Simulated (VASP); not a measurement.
# NaHgF3 (P4/mmm) in VASP: notebook

Aim: see how the results for NaHgF3 move with the level of theory and the settings. Levels: PBE, r2SCAN. Tasks: single point.

All numbers are computed with VASP 6.6.1; they aren't measurements. Logs are shortened: lines on timing, memory, paths and dates and some standing lists are left out, and cuts for length are marked.

## 1. The cell of the first run

Symmetry: P4/mmm, No. 123, tetragonal system. The conventional cell has a = 4.499 Å, b = 4.499 Å, c = 4.566 Å, α = 90.00°, β = 90.00°, γ = 90.00°. Na (site symmetry 4/mmm) has 12 F at 3.18 to 3.21 Å and 8 Hg at 3.92 Å within 4.2 Å. Within 3.0 Å of Hg (site symmetry 4/mmm) lie 6 F at 2.25 to 2.28 Å. F (site symmetry 4/mmm) has 2 Hg at 2.28 Å within 3.0 Å. Within 3.0 Å of F (site symmetry mmm) lie 2 Hg at 2.25 Å.

## 2. Single point, PBE (uniaxial z strain +1.5%)

Input file INCAR:

```
SYSTEM = NaHgF3
PREC = Accurate
ENCUT = 520
EDIFF = 1E-6
ISMEAR = -1
SIGMA = 0.02
LREAL = .False.
LASPH = .True.
NELM = 100
ALGO = Normal
ISIF = 2
LWAVE = .False.
LCHARG = .False.
GGA = PE
NBANDS = 28
```

Input file KPOINTS:

```
Automatic mesh
0
Gamma
  6 6 6
  0 0 0
```

Input file POSCAR:

```
NaHgF3
1.0
    4.4988204031      0.0000000000      0.0000000000
    0.0000000000      4.4988204031      0.0000000000
    0.0000000000      0.0000000000      4.5663027092
Na Hg F
1 1 3
Direct
    0.0000000000      0.0000000000      0.0000000000
    0.5000000000      0.5000000000      0.5000000000
    0.5000000000      0.5000000000      0.0000000000
    0.5000000000      0.0000000000      0.5000000000
    0.0000000000      0.5000000000      0.5000000000
```

Potentials or basis: VASP PAW PBE potentials, release 64 (Na_pv, Hg, F).

Launch:

```console
cat potpaw_PBE.64/Na_pv/POTCAR potpaw_PBE.64/Hg/POTCAR potpaw_PBE.64/F/POTCAR > POTCAR
mpirun -np 1 vasp_std > vasp.out
```

OUTCAR:

```text
SYSTEM = NaHgF3
   PREC = Accurate
   ENCUT = 520
   EDIFF = 1E-6
   ISMEAR = -1
   LREAL = .False.
   LASPH = .True.
   NELM = 100
   ISIF = 2
   GGA = PE

 ion  position               nearest neighbor table
   1  0.000  0.000  0.000-
   2  0.500  0.500  0.500-   4 2.25   5 2.25   4 2.25   5 2.25   3 2.28   3 2.28
   3  0.500  0.500  0.000-   2 2.28   2 2.28
   4  0.500  0.000  0.500-   2 2.25   2 2.25
   5  0.000  0.500  0.500-   2 2.25   2 2.25

  LATTYP: Found a simple tetragonal cell.
 ALAT       =     4.4988204031
 C/A-ratio  =     1.0150000000

  Lattice vectors:

 A1 = (   4.4988204031,   0.0000000000,   0.0000000000)
 A2 = (   0.0000000000,   4.4988204031,   0.0000000000)
 A3 = (   0.0000000000,   0.0000000000,   4.5663027092)

Analysis of symmetry for initial positions (statically):
=====================================================================
 Subroutine PRICEL returns:
 Original cell was already a primitive cell.

 Routine SETGRP: Setting up the symmetry group for a
 simple tetragonal supercell.

 Subroutine GETGRP returns: Found 16 space group operations
 (whereof 16 operations were pure point group operations)
 out of a pool of 16 trial point group operations.

The static configuration has the point symmetry D_4h.

Analysis of symmetry for dynamics (positions and initial velocities):
=====================================================================
 Subroutine PRICEL returns:
 Original cell was already a primitive cell.

 Routine SETGRP: Setting up the symmetry group for a
 simple tetragonal supercell.

 Subroutine GETGRP returns: Found 16 space group operations
 (whereof 16 operations were pure point group operations)
 out of a pool of 16 trial point group operations.

The dynamic configuration has the point symmetry D_4h.

 Subroutine INISYM returns: Found 16 space group operations
 (whereof 16 operations are pure point group operations),
 and found     1 'primitive' translations

----------------------------------------------------------------------------------------

                                     Primitive cell

  volume of cell :      92.4192

  direct lattice vectors                    reciprocal lattice vectors
     4.498820403  0.000000000  0.000000000     0.222280489  0.000000000  0.000000000
     0.000000000  4.498820403  0.000000000     0.000000000  0.222280489  0.000000000
     0.000000000  0.000000000  4.566302709     0.000000000  0.000000000  0.218995556

  length of vectors
     4.498820403  4.498820403  4.566302709     0.222280489  0.222280489  0.218995556

  position of ions in fractional coordinates (direct lattice)
     0.000000000  0.000000000  0.000000000
     0.500000000  0.500000000  0.500000000
     0.500000000  0.500000000  0.000000000
     0.500000000  0.000000000  0.500000000
     0.000000000  0.500000000  0.500000000

  ion indices of the primitive-cell ions
   primitive index   ion index
                 1           1
                 2           2
                 3           3
                 4           4
                 5           5

----------------------------------------------------------------------------------------

 KPOINTS: Automatic mesh

Automatic generation of k-mesh.
 Grid dimensions read from file:
 generate k-points for:    6    6    6

 Generating k-lattice:

  Cartesian coordinates                     Fractional coordinates (reciprocal lattice)
     0.037046748  0.000000000  0.000000000     0.166666667  0.000000000  0.000000000
     0.000000000  0.037046748  0.000000000     0.000000000  0.166666667  0.000000000
     0.000000000  0.000000000  0.036499259     0.000000000  0.000000000  0.166666667

  Length of vectors
     0.037046748  0.037046748  0.036499259

  Shift w.r.t. Gamma in fractional coordinates (k-lattice)
     0.000000000  0.000000000  0.000000000

 Subroutine IBZKPT returns following result:
 ===========================================

 Found     40 irreducible k-points:

 Following reciprocal coordinates:
            Coordinates               Weight
  0.000000  0.000000  0.000000      1.000000
  0.166667  0.000000  0.000000      4.000000
  0.333333  0.000000  0.000000      4.000000
  0.500000  0.000000  0.000000      2.000000
  0.166667  0.166667  0.000000      4.000000
  0.333333  0.166667  0.000000      8.000000
[... 16 lines left out ...]
  0.333333  0.000000  0.333333      8.000000
  0.500000  0.000000  0.333333      4.000000
 [... further k-points ...]
   k-points           NKPTS =     40   k-points in BZ     NKDIM =     40   number of bands    NBANDS=     28
   number of dos      NEDOS =    301   number of ions     NIONS =      5
   total plane-waves  NPLWV =  46656
   dimension x,y,z NGX =    36 NGY =   36 NGZ =   36
   dimension x,y,z NGXF=    72 NGYF=   72 NGZF=   72
   ions per type =               1   1   3
   NGX,Y,Z   is equivalent  to a cutoff of  13.30, 13.30, 13.11 a.u.
   NGXF,Y,Z  is equivalent  to a cutoff of  26.61, 26.61, 26.21 a.u.
 SYSTEM =  NaHgF3
   PREC   = accura    normal or accurate (medium, high low for compatibility)
   ISTART =      0    job   : 0-new  1-cont  2-samecut
   ICHARG =      2    charge: 1-file 2-atom 10-const
   ISPIN  =      1    spin polarized calculation?
   LNONCOLLINEAR =      F non collinear calculations
   LSORBIT =      F    spin-orbit coupling
   LASPH  =      T    aspherical Exc in radial PAW
   ENCUT  =  520.0 eV  38.22 Ry    6.18 a.u.   8.36  8.36  8.49*2*pi/ulx,y,z
   NELM   =    100;   NELMIN=  2; NELMDL= -5     # of ELM steps
   EDIFF  = 0.1E-05   stopping-criterion for ELM
   LREAL  =      F    real-space projection
   EDIFFG = 0.1E-04   stopping-criterion for IOM
   NSW    =      0    number of steps for IOM
   IBRION =     -1    ionic relax: 0-MD 1-quasi-New 2-CG
   NFREE  =      0    steps in history (QN), initial steepest desc. (CG)
   ISIF   =      2    stress and relaxation
   ISYM   =      2    0-nonsym 1-usesym 2-fastsym
   POTIM  = 0.5000    time-step for ionic-motion
   TEBEG  =    0.0;   TEEND  =   0.0 temperature during run
   PSTRESS=    0.0 pullay stress
   NELECT =      40.0000    total number of electrons
   NUPDOWN=      -1.0000    fix difference up-down
   EMIN   =  10.00;   EMAX   =-10.00  energy-range for DOS
   EFERMI =   0.00;   METHOD = LEGACY
   ISMEAR =    -1;   SIGMA  =   0.02  broadening in eV -4-tet -1-fermi 0-gaus
   EFERMI_NEDOS =   21; number of points for ismear=-14 and -15
   IALGO  =     38    algorithm
   IMIX   =      4    mixing-type and parameters
     AMIX     =   0.40;   BMIX     =  1.00
     AMIX_MAG =   1.60;   BMIX_MAG =  1.00
  volume/ion in A,a.u.               =      18.48       124.74
  Fermi-wavevector in a.u.,A,eV,Ry     =   1.238343  2.340128 20.864432  1.533492
  Thomas-Fermi vector in A             =   2.372872
   LORBIT       =      0    0 simple, 1 ext, 2 COOP (PROOUT), +10 PAW based schemes
   GGA     = PE    functional components
   LHFCALC =     F    Hartree Fock is set to
   AEXX    =    0.0000 exact exchange contribution
   IVDW    =     0    specifies the selected vdW correction
   LEPSILON=     F    determine dielectric tensor
   LRPA    =     F    only Hartree local field effects (RPA)
 non-spin polarized calculation
  energy-cutoff  :      520.00
  volume of cell :       92.42
 maximum number of plane-waves:      2517
 NGX is ok and might be reduce to    36
   NGX = 17   NGY = 17   NGZ = 17

 number of electron      40.0000016 magnetization

 Free energy of the ion-electron system (eV)
  ---------------------------------------------------
  ext. energy  EPLUGINS =         0.00000000
  ---------------------------------------------------
  free energy    TOTEN  =       -15.61456272 eV

  energy without entropy =      -15.61455522  energy(sigma->0) =      -15.61455897

 E-fermi :  -0.7189     XC(G=0):  -8.1515

 val. band max:       -0.8747765156   @ k =   0.5000   0.5000   0.5000
 cond. band min:      -0.5995322596   @ k =   0.0000   0.0000   0.0000
 fundamental gap:      0.2752442560
 Fermi energy:        -0.7189415920

 k-point     1 :       0.0000    0.0000    0.0000
  band No.  band energies     occupation
      1     -24.4053      2.00000
      2     -24.4038      2.00000
      3     -24.4038      2.00000
      4     -22.6907      2.00000
      5     -22.4685      2.00000
      6     -22.3439      2.00000
[... 20 lines left out ...]
     27       8.8842      0.00000
     28      12.8796      0.00000

 k-point     2 :       0.1667    0.0000    0.0000
  band No.  band energies     occupation
      1     -24.4053      2.00000
      2     -24.4048      2.00000
      3     -24.4037      2.00000
      4     -22.6658      2.00000
      5     -22.4670      2.00000
      6     -22.3450      2.00000
[... 20 lines left out ...]
     27      10.4211      0.00000
     28      11.6420      0.00000

 k-point     3 :       0.3333    0.0000    0.0000
  band No.  band energies     occupation
      1     -24.4068      2.00000
      2     -24.4052      2.00000
      3     -24.4036      2.00000
      4     -22.6140      2.00000
      5     -22.4651      2.00000
      6     -22.3495      2.00000
[... 20 lines left out ...]
     27      10.3742      0.00000
     28      10.5630      0.00000

 k-point     4 :       0.5000    0.0000    0.0000
  band No.  band energies     occupation
      1     -24.4078      2.00000
      2     -24.4051      2.00000
      3     -24.4036      2.00000
      4     -22.5869      2.00000
      5     -22.4638      2.00000
      6     -22.3528      2.00000
[... 578 lines left out ...]
     27      10.4305      0.00000
     28      10.4357      0.00000

 k-point    23 :       0.3333    0.0000    0.3333
  band No.  band energies     occupation
      1     -24.4073      2.00000
      2     -24.4060      2.00000
      3     -24.4035      2.00000
      4     -22.5840      2.00000
      5     -22.4632      2.00000
      6     -22.3205      2.00000
[... 20 lines left out ...]
     27      10.1444      0.00000
     28      11.2092      0.00000

 k-point    24 :       0.5000    0.0000    0.3333
  band No.  band energies     occupation
      1     -24.4070      2.00000
      2     -24.4068      2.00000
      3     -24.4035      2.00000
      4     -22.5612      2.00000
      5     -22.4611      2.00000
      6     -22.3207      2.00000
[... 20 lines left out ...]
     27      10.0697      0.00000
     28      10.7362      0.00000

 [... further k-points ...]

------------------------ aborting loop because EDIFF is reached ----------------------------------------

  FORCE on cell =-STRESS in cart. coord.  units (eV):
  Direction    XX          YY          ZZ          XY          YZ          ZX
  --------------------------------------------------------------------------------------
  -------------------------------------------------------------------------------------
  Total        1.2228225      1.2228225      0.6499031      0.0000000      0.0000000      0.0000000
  in kB       21.1988341     21.1988341     11.2667117      0.0000000      0.0000000      0.0000000
  external PRESSURE =      17.8881266 kB  Pullay stress =       0.0000000 kB

 VOLUME and BASIS-vectors are now :
 -----------------------------------------------------------------------------
  energy-cutoff  :      520.00
  volume of cell :       92.42
      direct lattice vectors                 reciprocal lattice vectors
     4.498820403  0.000000000  0.000000000     0.222280489  0.000000000  0.000000000
     0.000000000  4.498820403  0.000000000     0.000000000  0.222280489  0.000000000
     0.000000000  0.000000000  4.566302709     0.000000000  0.000000000  0.218995556

 POSITION                                       TOTAL-FORCE (eV/Angst)
 -----------------------------------------------------------------------------------
      0.00000      0.00000      0.00000         0.000000      0.000000      0.000000
      2.24941      2.24941      2.28315         0.000000      0.000000      0.000000
      2.24941      2.24941      0.00000         0.000000      0.000000      0.000000
      2.24941      0.00000      2.28315         0.000000      0.000000      0.000000
      0.00000      2.24941      2.28315         0.000000      0.000000      0.000000
 -----------------------------------------------------------------------------------
    total drift:                                0.000000      0.000000      0.000000

  FREE ENERGIE OF THE ION-ELECTRON SYSTEM (eV)
  ---------------------------------------------------
  free  energy   TOTEN  =       -15.6145627215 eV

  energy  without entropy=      -15.6145552229  energy(sigma->0) =      -15.61455897
```

Wall time 2 min (1 thread of Oxide Virtual Turin-like, shared host); peak memory 0.23 GiB.

Results:

```
Free energy            : -15.6146 eV
Pressure               : 1.8 GPa
Band gap on the k mesh : 0.28 eV (least direct gap 2.90 eV)
```

Caveat: the cell differs from its parent crystal (uniaxial z strain +1.5%); spin-orbit coupling is left out, which moves the levels of the heavy elements. A k mesh can miss the band edges.

(Part 1 of 2 ends here.)
